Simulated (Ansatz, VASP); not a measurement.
**Two plane-wave programs on MoAs3**

```xyz
4
Lattice="4.1260 0.0000 0.0000 0.0000 4.1260 0.0000 0.0000 0.0000 4.1260" Properties=species:S:1:pos:R:3 pbc="T T T"
Mo    0.0000    0.0000    0.0000
As    0.0000    2.0630    2.0630
As    2.0630    0.0000    2.0630
As    2.0630    2.0630    0.0000
```

Alike in both runs: functional PBE; k mesh 4 × 4 × 4; occupations gaussian, width 0.1 eV; no spin polarisation.

Ansatz relaxed the structure, and its values are those at the end. VASP's run is a single point on that final structure, the one shown.

|  | VASP | Ansatz |
| --- | --- | --- |
| version | VASP 6.6.1 | Ansatz 0.2.0 |
| potentials or method | VASP PAW PBE potentials, release 64 (Mo_sv, As), cutoff 520 eV | scalar-relativistic, plane waves, PAW |
| valence electrons in the cell | 29 | 59 |

Ansatz gave:

```
gap on the k mesh at the Fermi level (eV) : none
pressure (GPa)                            : 0.1
```

Q: Which values does VASP return?

A: gap on the k mesh at the Fermi level (eV): none; pressure (GPa): 0.4.

A gap of «none» marks a metal or a gap that the smearing closes. VASP's potentials hold 29 valence electrons a cell and Ansatz's 59, so a difference there can come from the potentials and not from the codes.

The k mesh is coarse, so the values compare programs but aren't converged.
